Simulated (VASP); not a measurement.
Here is a VASP 6.6.1 calculation.

File INCAR:

```
  PREC = Accurate
  ENCUT = 600
  EDIFF = 1E-7
  ISMEAR = 0
  SIGMA = 0.1
  LREAL = F
  LASPH = T
  NELM = 100
  ALGO = Fast
  ISIF = 3
  LWAVE = F
  LCHARG = F
  GGA = PE
  IBRION = 2
  NSW = 100
  EDIFFG = -0.01
```

Contents of KPOINTS:

```
regular mesh
0
Gamma
  10 10 10
```

The input POSCAR:

```
CaNb3
1.0
    4.3461754040      0.0000000000      0.0000000000
    0.0000000000      4.3461754040      0.0000000000
    0.0000000000      0.0000000000      4.3461754040
Ca Nb
1 3
Direct
    0.0000000000      0.0000000000      0.0000000000
    0.0000000000      0.5000000000      0.5000000000
    0.5000000000      0.0000000000      0.5000000000
    0.5000000000      0.5000000000      0.0000000000
```

Potentials or basis: VASP PAW PBE potentials, release 64 (Ca_sv, Nb_sv).

Command:

```console
$ cat potpaw_PBE.64/Ca_sv/POTCAR potpaw_PBE.64/Nb_sv/POTCAR > POTCAR
$ mpirun -np 1 vasp_std > vasp.out
```

What does it give for the band gap on the k mesh?

Zero (an odd number of electrons rules out a gap without spin polarisation).

What does it give for the relaxed volume?

20.59 Å³/atom.

What does it give for the relaxed cell?

a = 4.351 Å, b = 4.351 Å, c = 4.351 Å, α = 90.00°, β = 90.00°, γ = 90.00°.

Predict the space group after relaxing (to 0.1 Å).

Pm-3m (No. 221).

Final structure:
```
CELL_PARAMETERS angstrom
4.35098 0.00000 0.00000
0.00000 4.35098 0.00000
0.00000 0.00000 4.35098
ATOMIC_POSITIONS crystal
Ca 0.00000 0.00000 0.00000
Nb 0.00000 0.50000 0.50000
Nb 0.50000 0.00000 0.50000
Nb 0.50000 0.50000 0.00000
```
